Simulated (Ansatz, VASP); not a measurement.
**TePb in VASP and in Ansatz**

The input INCAR:

```
  PREC = Accurate
  ENCUT = 520
  EDIFF = 1E-8
  ISMEAR = -1
  SIGMA = 0.03
  LREAL = False
  LASPH = True
  NELM = 80
  ALGO = Normal
  ISIF = 2
  LWAVE = False
  LCHARG = False
  GGA = PS
  LEFG = True
  NBANDS = 17
```

The input KPOINTS:

```
Automatic mesh
0
Gamma
  10 10 10
```

The input POSCAR:

```
TePb
1.0
    0.0000000000      3.2270000000      3.2915400000
    3.2270000000      0.0000000000      3.2915400000
    3.2270000000      3.2270000000      0.0000000000
Te Pb
1 1
Direct
    0.5000000000      0.5000000000      0.5000000000
    0.0000000000      0.0000000000      0.0000000000
```

Input for Ansatz:

```yaml
crystal:
  lattice:
    - [0.0, 3.227, 3.29154]
    - [3.227, 0.0, 3.29154]
    - [3.227, 3.227, 0.0]
  atoms:
    - { symbol: Te, position: [0.5, 0.5, 0.5] }
    - { symbol: Pb, position: [0.0, 0.0, 0.0] }
kpoints:
  mp_grid: { grid: [10, 10, 10] }
scf:
  occupations: { method: fermi_dirac, width: 0.03 }
hamiltonian:
  xc: pbesol
  pseudopotentials: { kind: all_electron, datasets: crystal }
output:
  forces: true
  stress: true
  eigenvalues: true
  efg: { contact_densities: true }
```

Change from the starting cell: zz strain of +2 %, crystal datasets.

Alike in both runs: task electric field gradients; functional PBEsol; k mesh 10 × 10 × 10; occupations fermi-dirac, width 0.03 eV; no spin polarisation.

|  | VASP | Ansatz |
| --- | --- | --- |
| version | VASP 6.6.1 | Ansatz 0.2.0 |
| potentials or method | VASP PAW PBE potentials, release 64 (Te, Pb_d), cutoff 520 eV | all-electron PAW with datasets made for the crystal, scalar-relativistic |

VASP gave:

```
pressure (GPa)                                                : -1.0
traceless stress, the component that is largest in VASP (GPa) : -1.38
size of Vzz on the site where it differs most (V/Å²)          : 62.2
```

**Question.** Which values does Ansatz return?

**Answer.** Pressure (GPa): -1.0; traceless stress, the component that is largest in VASP (GPa): -1.37; size of Vzz on the site where it differs most (V/Å²): 66.3.

VASP's potentials were made for PBE, not for PBEsol. Ansatz ran all-electron here, and VASP with PAW potentials.

Neither program's run includes spin-orbit coupling.
